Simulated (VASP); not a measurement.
Write the native input for VASP 6.6.1 that does the following.

```
Task                   : single point
Functional             : PBE
Potentials or basis    : VASP PAW PBE potentials, release 64 (Hf_pv, C)
Cutoff                 : 600 eV
k mesh                 : 10 × 10 × 10
Occupations            : gaussian, width 0.014 eV
Spin                   : no spin polarisation
Dipole correction      : no
Further INCAR settings : ALGO = Normal; EDIFF = 1e-06; NBANDS = 14
```

The structure of HfC lies in POSCAR:

```
HfC
1.0
    0.0000000000      2.3250000000      2.3250000000
    2.3250000000      0.0000000000      2.3250000000
    2.3250000000      2.3250000000      0.0000000000
Hf C
1 1
Direct
    0.5000000000      0.5000000000      0.5000000000
    0.0000000000      0.0000000000      0.0000000000
```

One way to write it, as run:

INCAR

```
  PREC = Accurate
  ENCUT = 600
  EDIFF = 1E-6
  ISMEAR = 0
  SIGMA = 0.014
  LREAL = False
  LASPH = True
  NELM = 120
  ALGO = Normal
  ISIF = 2
  LWAVE = False
  LCHARG = False
  GGA = PE
  NBANDS = 14
  GGA_COMPAT = False
```

KPOINTS

```
regular mesh
0
Gamma
  10 10 10
```

Potentials or basis: VASP PAW PBE potentials, release 64 (Hf_pv, C).

Command:

```bash
$ cat potpaw_PBE.64/Hf_pv/POTCAR potpaw_PBE.64/C/POTCAR > POTCAR
$ mpirun -np 1 vasp_std > vasp.out
```

It gave:

| Item | Value |
| --- | --- |
| Pressure | -0.5 GPa |
| Band gap on the k mesh | zero (band 7 reaches 6.95 eV, above the bottom of band 8 at 5.55 eV) |

Caveat: spin-orbit coupling is left out, which moves the levels of the heavy elements.

Wall time 26 s on 1 thread of Intel(R) Xeon(R) Platinum 8375C CPU @ 2.90GHz (Ice Lake), on a shared host, peak memory 0.16 GiB.
